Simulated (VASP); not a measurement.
A run of VASP 6.6.1 is set up as follows.

The input INCAR:

```
SYSTEM = BaTe
PREC = Accurate
ENCUT = 520
EDIFF = 1E-6
ISMEAR = 0
SIGMA = 0.05
LREAL = .False.
LASPH = .True.
NELM = 60
ALGO = Normal
ISIF = 2
LWAVE = .False.
LCHARG = .True.
GGA = PS
LELF = .True.
LVHAR = .True.
NBANDS = 24
```

KPOINTS

```
Automatic mesh
0
Gamma
  8 8 4
  0 0 0
```

Contents of POSCAR:

```
BaTe
1.0
    4.7766455724      0.0000000000      0.0000000000
   -2.3883227862      4.1366964105      0.0000000000
    0.0000000000      0.0000000000      8.4023299215
Ba Te
2 2
Direct
    0.0000000000      0.0000000000      0.0000000000
    0.0000000000      0.0000000000      0.5000000000
    0.3333333333      0.6666666667      0.2500000000
    0.6666666667      0.3333333333      0.7500000000
```

Potentials or basis: VASP PAW PBE potentials, release 64 (Ba_sv, Te).

The run is started by

```bash
$ cat potpaw_PBE.64/Ba_sv/POTCAR potpaw_PBE.64/Te/POTCAR > POTCAR
$ mpirun -np 1 vasp_std > vasp.out
```

Q: Estimate the band gap on the k mesh.

A: 1.45 eV, indirect (least direct gap 1.51 eV).

Q: Estimate the pressure.

A: 1.1 GPa.

Stress tensor (GPa, compression positive):
```
1.04 0.00 0.00
0.00 1.04 0.00
0.00 0.00 1.23
```

Caveat: the PAW data sets were made with another functional, which shifts forces and pressure a little; spin-orbit coupling is left out, which moves the levels of the heavy elements. A k mesh can miss the band edges.
